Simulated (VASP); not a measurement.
Set up this calculation in VASP 6.6.1, as the native input.

```yaml
Task: single point
Functional: PBEsol
Potentials_or_basis: VASP PAW PBE potentials, release 64 (Li_sv)
Cutoff: 520 eV
k_mesh: 11 × 11 × 11
Occupations: fermi-dirac, width 0.05 eV
Spin: no spin polarisation
Dipole_correction: no
Further_INCAR_settings: ALGO = Normal; EDIFF = 1e-06; NBANDS = 8
```

The structure of Li lies in POSCAR:

```
Li
1.0
   -1.7890636389      1.7890636389      1.7890636389
    1.7890636389     -1.7890636389      1.7890636389
    1.7890636389      1.7890636389     -1.7890636389
Li
1
Direct
    0.0000000000      0.0000000000      0.0000000000
```

The input as run:

INCAR

```
SYSTEM = Li
PREC = Accurate
ENCUT = 520
EDIFF = 1E-6
ISMEAR = -1
SIGMA = 0.05
LREAL = .False.
LASPH = .True.
NELM = 60
ALGO = Normal
ISIF = 2
LWAVE = .False.
LCHARG = .False.
GGA = PS
NBANDS = 8
```

KPOINTS

```
regular mesh
0
Gamma
  11 11 11
  0 0 0
```

Potentials or basis: VASP PAW PBE potentials, release 64 (Li_sv).

Run with:

```sh
$ cat potpaw_PBE.64/Li_sv/POTCAR > POTCAR
$ mpirun -np 1 vasp_std > vasp.out
```

Wall time 4.8 s on 1 thread of Intel(R) Xeon(R) Platinum 8375C CPU @ 2.90GHz (Ice Lake), on a shared host, peak memory 0.12 GiB.
